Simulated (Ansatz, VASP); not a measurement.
## Two plane-wave programs on EuS

```
CELL_PARAMETERS angstrom
0.00000 2.88027 2.88027
2.88027 0.00000 2.88027
2.88027 2.88027 0.00000
ATOMIC_POSITIONS crystal
Eu 0.00000 0.00000 0.00000
S 0.50000 0.50000 0.50000
```

Alike in both runs: functional PBE; dispersion D3(BJ); k mesh 9 × 9 × 9; collinear spin.

Ansatz relaxed the structure, and its values are those at the end. VASP's run is a single point on that final structure, the one shown.

```csv
,VASP,Ansatz
version,VASP 6.6.1,Ansatz 0.2.0
potentials or method,"VASP PAW PBE potentials, release 64 (Eu, S), cutoff 600 eV","plane waves, PAW"
occupations,"fermi-dirac, width 0.1 eV",fermi-dirac
valence electrons in the cell,23,23
```

Ansatz gave:

| Item | Value |
| --- | --- |
| pressure (GPa) | 0.0 |
| net moment per atom (μB) | 3.46 |
| size of the moment on the site where the two differ most (μB) | 6.67 |

Q: Which values does VASP return?

A: Pressure (GPa): -0.2; net moment per atom (μB): 3.45; size of the moment on the site where the two differ most (μB): 6.53.

Site moments also hang on the region over which each program counts them. Ansatz's warnings: given moment on shells, stress scf threshold loose.

Neither program's run includes spin-orbit coupling.
